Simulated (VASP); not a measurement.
A run of VASP 6.6.1 is set up as follows.

Contents of POSCAR:

```
LaZn
1.0
    3.7500000000      0.0000000000      0.0000000000
    0.0000000000      3.7500000000      0.0000000000
    0.0000000000      0.0000000000      3.7500000000
La Zn
1 1
Direct
    0.5000000000      0.5000000000      0.5000000000
    0.0000000000      0.0000000000      0.0000000000
```

INCAR.step1

```
ALGO = Normal
EDIFF = 1E-4
ENCUT = 600
GGA = PE
ISMEAR = -1
LASPH = T
LCHARG = F
LREAL = F
LWAVE = T
NELM = 60
PREC = Accurate
SIGMA = 0.1
```

File INCAR.step2:

```
ALGO = Normal
EDIFF = 1E-7
EDIFFG = -0.01
ENCUT = 600
IBRION = 2
ISIF = 3
ISMEAR = -1
ISTART = 1
LASPH = T
LCHARG = F
LMIXTAU = T
LREAL = F
LWAVE = F
METAGGA = R2SCAN
NELM = 60
NSW = 80
PREC = Accurate
PSTRESS = 100.0
SIGMA = 0.1
```

File KPOINTS:

```
k-points
0
Gamma
  9 9 9
```

Potentials or basis: VASP PAW PBE potentials, release 64 (La, Zn).

Command:

```bash
$ cat potpaw_PBE.64/La/POTCAR potpaw_PBE.64/Zn/POTCAR > POTCAR
$ cp INCAR.step1 INCAR
$ mpirun -np 1 vasp_std > vasp.out
$ cp INCAR.step2 INCAR
$ mpirun -np 1 vasp_std > vasp.out
```

(1) Estimate the space group after relaxing (to 0.05 Å).

(2) Predict the relaxed volume.

(3) Estimate the relaxed cell.

## Answers

(1) Pm-3m (No. 221).

(2) 22.76 Å³/atom.

(3) a = 3.571 Å, b = 3.571 Å, c = 3.571 Å, α = 90.00°, β = 90.00°, γ = 90.00°.

Caveat: the cell is relaxed towards a set pressure, so the enthalpy falls and the energy may rise; the PAW data sets were made with another functional, which shifts forces and pressure a little.
